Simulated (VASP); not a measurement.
The system is Sb.

```
Sb
1.0
     5.45634    0.00000    0.00000
    -2.72817    4.72533    0.00000
     0.00000    0.00000    3.21419
Sb
3
Cartesian
  0.0000 0.0000 0.0000
  0.0000 3.1502 1.6071
  2.7282 1.5751 1.6071
```

Base run:

| Quantity | Value |
| --- | --- |
| Program | VASP 6.6.1 |
| Functional | PBE |
| Dispersion | D4 |
| Potentials or basis | VASP PAW PBE potentials, release 64 (Sb) |
| Cutoff | 520 eV |
| k mesh | 7 × 7 × 9 |
| Occupations | fermi-dirac, width 0.1 eV |
| Spin | no spin polarisation |

Its results: pressure -3.0 GPa.

Q: The run is repeated on the same cell with these changes: dispersion from D4 to none. What comes out?

A: Pressure -0.1 GPa.

Dispersion adds attraction, which lowers the pressure at fixed volume and, as a term added to the energy, leaves the levels alone.

Caveats: spin-orbit coupling is left out, which moves the levels of the heavy elements; pairwise dispersion overbinds metals, which lowers pressure and volume (some runs).
